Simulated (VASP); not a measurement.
# Hg2Se (Fm-3m) in VASP: notebook

Hg2Se is run at these levels: PBE; tasks: single point, relaxation of cell and atoms.

Everything below comes from runs of VASP 6.6.1. Logs are shortened: lines on timing, memory, paths and dates and some standing lists are left out, and cuts for length are marked.

### 1 The cell of the first run

Symmetry: Fm-3m, No. 225, cubic system. Conventional cell: a = 6.980 Å, b = 6.980 Å, c = 6.980 Å, α = 90.00°, β = 90.00°, γ = 90.00°. Within 4.0 Å of Hg (site symmetry -43m) lie 4 Se at 3.02 Å and 6 Hg at 3.49 Å. Se (site symmetry m-3m) has 8 Hg at 3.02 Å within 4.0 Å.

### 2 Single point, PBE

INCAR reads:

```
  ALGO = Normal
  EDIFF = 1E-6
  ENCUT = 520
  GGA = PE
  ISIF = 2
  ISMEAR = 0
  LASPH = T
  LCHARG = F
  LREAL = F
  LWAVE = F
  NBANDS = 22
  NELM = 100
  PREC = Accurate
  SIGMA = 0.1
```

KPOINTS reads:

```
k-points
0
Gamma
  12 12 12
```

POSCAR reads:

```
Hg2Se
1.0
    0.0000000000      3.4898916386      3.4898916386
    3.4898916386      0.0000000000      3.4898916386
    3.4898916386      3.4898916386      0.0000000000
Hg Se
2 1
Direct
    0.2500000000      0.2500000000      0.2500000000
    0.7500000000      0.7500000000      0.7500000000
    0.0000000000      0.0000000000      0.0000000000
```

Potentials or basis: VASP PAW PBE potentials, release 64 (Hg, Se).

On the command line:

```console
$ cat potpaw_PBE.64/Hg/POTCAR potpaw_PBE.64/Se/POTCAR > POTCAR
$ mpirun -np 1 vasp_std > vasp.out
```

OUTCAR:

```text
EDIFF = 1E-6
   ENCUT = 520
   GGA = PE
   ISIF = 2
   ISMEAR = 0
   LASPH = T
   LREAL = F
   NELM = 100
   PREC = Accurate

 ion  position               nearest neighbor table
   1  0.250  0.250  0.250-   3 3.02   3 3.02   3 3.02   3 3.02   2 3.49   2 3.49   2 3.49   2 3.49
                             2 3.49   2 3.49
   2  0.750  0.750  0.750-   3 3.02   3 3.02   3 3.02   3 3.02   1 3.49   1 3.49   1 3.49   1 3.49
                             1 3.49   1 3.49
   3  0.000  0.000  0.000-   2 3.02   1 3.02   2 3.02   1 3.02   2 3.02   2 3.02   1 3.02   1 3.02

  LATTYP: Found a face centered cubic cell.
 ALAT       =     6.9797832772

  Lattice vectors:

 A1 = (   0.0000000000,   3.4898916386,   3.4898916386)
 A2 = (   3.4898916386,   0.0000000000,   3.4898916386)
 A3 = (   3.4898916386,   3.4898916386,   0.0000000000)

Analysis of symmetry for initial positions (statically):
=====================================================================
 Subroutine PRICEL returns:
 Original cell was already a primitive cell.

 Routine SETGRP: Setting up the symmetry group for a
 face centered cubic supercell.

 Subroutine GETGRP returns: Found 48 space group operations
 (whereof 48 operations were pure point group operations)
 out of a pool of 48 trial point group operations.

The static configuration has the point symmetry O_h .

Analysis of symmetry for dynamics (positions and initial velocities):
=====================================================================
 Subroutine PRICEL returns:
 Original cell was already a primitive cell.

 Routine SETGRP: Setting up the symmetry group for a
 face centered cubic supercell.

 Subroutine GETGRP returns: Found 48 space group operations
 (whereof 48 operations were pure point group operations)
 out of a pool of 48 trial point group operations.

The dynamic configuration has the point symmetry O_h .

 Subroutine INISYM returns: Found 48 space group operations
 (whereof 48 operations are pure point group operations),
 and found     1 'primitive' translations

----------------------------------------------------------------------------------------

                                     Primitive cell

  volume of cell :      85.0092

  direct lattice vectors                    reciprocal lattice vectors
     0.000000000  3.489891639  3.489891639    -0.143270924  0.143270924  0.143270924
     3.489891639  0.000000000  3.489891639     0.143270924 -0.143270924  0.143270924
     3.489891639  3.489891639  0.000000000     0.143270924  0.143270924 -0.143270924

  length of vectors
     4.935452087  4.935452087  4.935452087     0.248152520  0.248152520  0.248152520

  position of ions in fractional coordinates (direct lattice)
     0.250000000  0.250000000  0.250000000
     0.750000000  0.750000000  0.750000000
     0.000000000  0.000000000  0.000000000

  ion indices of the primitive-cell ions
   primitive index   ion index
                 1           1
                 2           2
                 3           3

----------------------------------------------------------------------------------------

 KPOINTS: k-points

Automatic generation of k-mesh.
 Grid dimensions read from file:
 generate k-points for:   12   12   12

 Generating k-lattice:

  Cartesian coordinates                     Fractional coordinates (reciprocal lattice)
    -0.011939244  0.011939244  0.011939244     0.083333333  0.000000000  0.000000000
     0.011939244 -0.011939244  0.011939244     0.000000000  0.083333333  0.000000000
     0.011939244  0.011939244 -0.011939244     0.000000000  0.000000000  0.083333333

  Length of vectors
     0.020679377  0.020679377  0.020679377

  Shift w.r.t. Gamma in fractional coordinates (k-lattice)
     0.000000000  0.000000000  0.000000000

 Subroutine IBZKPT returns following result:
 ===========================================

 Found     72 irreducible k-points:

 Following reciprocal coordinates:
            Coordinates               Weight
  0.000000  0.000000  0.000000      1.000000
  0.083333  0.000000  0.000000      8.000000
  0.166667  0.000000  0.000000      8.000000
  0.250000  0.000000  0.000000      8.000000
  0.333333  0.000000  0.000000      8.000000
  0.416667  0.000000  0.000000      8.000000
[... 16 lines left out ...]
  0.500000  0.166667  0.000000     24.000000
 -0.416667  0.166667  0.000000     24.000000
 [... further k-points ...]
   k-points           NKPTS =     72   k-points in BZ     NKDIM =     72   number of bands    NBANDS=     22
   number of dos      NEDOS =    301   number of ions     NIONS =      3
   total plane-waves  NPLWV =  64000
   dimension x,y,z NGX =    40 NGY =   40 NGZ =   40
   dimension x,y,z NGXF=    80 NGYF=   80 NGZF=   80
   ions per type =               2   1
   NGX,Y,Z   is equivalent  to a cutoff of  13.47, 13.47, 13.47 a.u.
   NGXF,Y,Z  is equivalent  to a cutoff of  26.95, 26.95, 26.95 a.u.
 SYSTEM =  unknown system
   PREC   = accura    normal or accurate (medium, high low for compatibility)
   ISTART =      0    job   : 0-new  1-cont  2-samecut
   ICHARG =      2    charge: 1-file 2-atom 10-const
   ISPIN  =      1    spin polarized calculation?
   LNONCOLLINEAR =      F non collinear calculations
   LSORBIT =      F    spin-orbit coupling
   LASPH  =      T    aspherical Exc in radial PAW
   ENCUT  =  520.0 eV  38.22 Ry    6.18 a.u.   9.18  9.18  9.18*2*pi/ulx,y,z
   NELM   =    100;   NELMIN=  2; NELMDL= -5     # of ELM steps
   EDIFF  = 0.1E-05   stopping-criterion for ELM
   LREAL  =      F    real-space projection
   EDIFFG = 0.1E-04   stopping-criterion for IOM
   NSW    =      0    number of steps for IOM
   IBRION =     -1    ionic relax: 0-MD 1-quasi-New 2-CG
   NFREE  =      0    steps in history (QN), initial steepest desc. (CG)
   ISIF   =      2    stress and relaxation
   ISYM   =      2    0-nonsym 1-usesym 2-fastsym
   POTIM  = 0.5000    time-step for ionic-motion
   TEBEG  =    0.0;   TEEND  =   0.0 temperature during run
   PSTRESS=    0.0 pullay stress
   NELECT =      30.0000    total number of electrons
   NUPDOWN=      -1.0000    fix difference up-down
   EMIN   =  10.00;   EMAX   =-10.00  energy-range for DOS
   EFERMI =   0.00;   METHOD = LEGACY
   ISMEAR =     0;   SIGMA  =   0.10  broadening in eV -4-tet -1-fermi 0-gaus
   EFERMI_NEDOS =   21; number of points for ismear=-14 and -15
   IALGO  =     38    algorithm
   IMIX   =      4    mixing-type and parameters
     AMIX     =   0.40;   BMIX     =  1.00
     AMIX_MAG =   1.60;   BMIX_MAG =  1.00
  volume/ion in A,a.u.               =      28.34       191.22
  Fermi-wavevector in a.u.,A,eV,Ry     =   1.156893  2.186211 18.210066  1.338402
  Thomas-Fermi vector in A             =   2.293510
   LORBIT       =      0    0 simple, 1 ext, 2 COOP (PROOUT), +10 PAW based schemes
   GGA     = PE    functional components
   LHFCALC =     F    Hartree Fock is set to
   AEXX    =    0.0000 exact exchange contribution
   IVDW    =     0    specifies the selected vdW correction
   LEPSILON=     F    determine dielectric tensor
   LRPA    =     F    only Hartree local field effects (RPA)
 non-spin polarized calculation
 Gauss-broadening in eV      SIGMA  =   0.10
  energy-cutoff  :      520.00
  volume of cell :       85.01
 maximum number of plane-waves:      2305
 NGX is ok and might be reduce to    40
   NGX = 19   NGY = 19   NGZ = 19

 number of electron      30.0000003 magnetization

 Free energy of the ion-electron system (eV)
  ---------------------------------------------------
  ext. energy  EPLUGINS =         0.00000000
  ---------------------------------------------------
  free energy    TOTEN  =        -3.56795821 eV

  energy without entropy =       -3.56102781  energy(sigma->0) =       -3.56449301

 E-fermi :   1.7527     XC(G=0):  -9.3686

 val. band max:        1.7303975468   @ k =   0.5000   0.3333   0.1667
 cond. band min:       1.7693732010   @ k =  -0.0833   0.0833   0.0000
 fundamental gap:      0.0389756542
 Fermi energy:         1.7526515424

 k-point     1 :       0.0000    0.0000    0.0000
  band No.  band energies     occupation
      1     -11.4546      2.00000
      2      -5.1676      2.00000
      3      -5.1676      2.00000
      4      -5.1676      2.00000
      5      -5.0059      2.00000
      6      -5.0059      2.00000
[... 14 lines left out ...]
     21       9.4286      0.00000
     22       9.4286      0.00000

 k-point     2 :       0.0833    0.0000    0.0000
  band No.  band energies     occupation
      1     -11.4393      2.00000
      2      -5.1548      2.00000
      3      -5.1548      2.00000
      4      -5.1532      2.00000
      5      -4.9866      2.00000
      6      -4.9866      2.00000
[... 14 lines left out ...]
     21       9.1126      0.00000
     22       9.1320      0.00000

 k-point     3 :       0.1667    0.0000    0.0000
  band No.  band energies     occupation
      1     -11.3970      2.00000
      2      -5.1162      2.00000
      3      -5.1162      2.00000
      4      -5.1021      2.00000
      5      -4.9311      2.00000
      6      -4.9311      2.00000
[... 14 lines left out ...]
     21       8.6774      0.00000
     22       8.8331      0.00000

 k-point     4 :       0.2500    0.0000    0.0000
  band No.  band energies     occupation
      1     -11.3383      2.00000
      2      -5.0534      2.00000
      3      -5.0534      2.00000
      4      -4.9956      2.00000
      5      -4.8455      2.00000
      6      -4.8455      2.00000
[... 14 lines left out ...]
     21       8.4556      0.00000
     22       9.0496      0.00000

 k-point     5 :       0.3333    0.0000    0.0000
  band No.  band energies     occupation
      1     -11.2785      2.00000
      2      -4.9728      2.00000
      3      -4.9728      2.00000
      4      -4.8159      2.00000
      5      -4.7375      2.00000
      6      -4.7375      2.00000
[... 417 lines left out ...]
 k-point    22 :       0.4167    0.1667    0.0000
  band No.  band energies     occupation
      1     -11.2310      2.00000
      2      -5.0391      2.00000
      3      -4.8789      2.00000
      4      -4.7455      2.00000
      5      -4.7421      2.00000
      6      -4.5576      2.00000
[... 14 lines left out ...]
     21       9.8270      0.00000
     22       9.9695      0.00000

 k-point    23 :       0.5000    0.1667    0.0000
  band No.  band energies     occupation
      1     -11.1999      2.00000
      2      -4.9177      2.00000
      3      -4.8221      2.00000
      4      -4.6902      2.00000
      5      -4.6709      2.00000
      6      -4.5718      2.00000
[... 14 lines left out ...]
     21       9.3947      0.00000
     22       9.9838      0.00000

 k-point    24 :      -0.4167    0.1667    0.0000
  band No.  band energies     occupation
      1     -11.1958      2.00000
      2      -4.8683      2.00000
      3      -4.8380      2.00000
      4      -4.7203      2.00000
      5      -4.5892      2.00000
      6      -4.5724      2.00000
[... 14 lines left out ...]
     21       8.5414      0.00000
     22      10.5736      0.00000

 [... further k-points ...]
[... 5 lines left out ...]
  --------------------------------------------------------------------------------------
  -------------------------------------------------------------------------------------
  Total        0.0600997      0.0600997      0.0600997      0.0000000     -0.0000000      0.0000000
  in kB        1.1327054      1.1327054      1.1327054      0.0000000     -0.0000000      0.0000000
  external PRESSURE =       1.1327054 kB  Pullay stress =       0.0000000 kB

 VOLUME and BASIS-vectors are now :
 -----------------------------------------------------------------------------
  energy-cutoff  :      520.00
  volume of cell :       85.01
      direct lattice vectors                 reciprocal lattice vectors
     0.000000000  3.489891639  3.489891639    -0.143270924  0.143270924  0.143270924
     3.489891639  0.000000000  3.489891639     0.143270924 -0.143270924  0.143270924
     3.489891639  3.489891639  0.000000000     0.143270924  0.143270924 -0.143270924

 POSITION                                       TOTAL-FORCE (eV/Angst)
 -----------------------------------------------------------------------------------
      1.74495      1.74495      1.74495        -0.000000      0.000000     -0.000000
      5.23484      5.23484      5.23484         0.000000     -0.000000      0.000000
      0.00000      0.00000      0.00000         0.000000     -0.000000     -0.000000
 -----------------------------------------------------------------------------------
    total drift:                               -0.000000     -0.000000      0.000000

  FREE ENERGIE OF THE ION-ELECTRON SYSTEM (eV)
  ---------------------------------------------------
  free  energy   TOTEN  =        -3.5679582114 eV

  energy  without entropy=       -3.5610278143  energy(sigma->0) =       -3.56449301
```

It took 2.7 min on 1 thread of AMD EPYC 7R43 (Zen 3), shared host; peak memory 0.27 GiB.

What came out:

| Property | Result |
| --- | --- |
| Free energy | -3.5680 eV |
| Pressure | 0.1 GPa |
| Band gap on the k mesh | zero (band 15 reaches 2.53 eV, above the bottom of band 16 at 1.20 eV) |

Caveat: spin-orbit coupling is left out, which moves the levels of the heavy elements.

### 3 Single point, PBE

INCAR reads:

```
SYSTEM = Hg2Se
PREC = Accurate
ENCUT = 520
EDIFF = 1E-7
ISMEAR = 0
SIGMA = 0.1
LREAL = .FALSE.
LASPH = .TRUE.
NELM = 100
ALGO = Normal
ISIF = 2
LWAVE = .FALSE.
LCHARG = .FALSE.
GGA = PE
NBANDS = 22
```

KPOINTS reads:

```
Automatic mesh
0
G
  12 12 12
  0 0 0
```

POSCAR is that of step 2.

Potentials or basis: VASP PAW PBE potentials, release 64 (Hg, Se).

On the command line:

```console
$ cat potpaw_PBE.64/Hg/POTCAR potpaw_PBE.64/Se/POTCAR > POTCAR
$ mpirun -np 1 vasp_std > vasp.out
```

Wall time 3.4 min (1 thread of AMD EPYC 7R43 (Zen 3), shared host); peak memory 0.28 GiB.

It converged, with:

* Free energy: -3.5680 eV
* Pressure: 0.1 GPa
* Band gap on the k mesh: zero (band 15 reaches 2.53 eV, above the bottom of band 16 at 1.20 eV)

Levels at points of the mesh, in eV from the Fermi level:
| k point | band 11 | band 12 | band 13 | band 14 | band 15 | band 16 | band 17 | band 18 | band 19 | band 20 |
| --- | --- | --- | --- | --- | --- | --- | --- | --- | --- | --- |
| (0.00, 0.00, 0.00) | -5.62 | -4.02 | -1.26 | -1.26 | -1.26 | 0.61 | 2.66 | 2.66 | 2.66 | 7.68 |
| (0.50, 0.00, 0.00) | -5.98 | -5.66 | -2.84 | -1.78 | -1.78 | 1.96 | 3.73 | 3.73 | 4.93 | 6.87 |
| (0.50, 0.50, 0.00) | -5.64 | -4.69 | -2.92 | -2.92 | -1.70 | 1.01 | 2.18 | 5.63 | 5.63 | 8.10 |

Caveat: spin-orbit coupling is left out, which moves the levels of the heavy elements.

(Continued in part 2 of 3.)
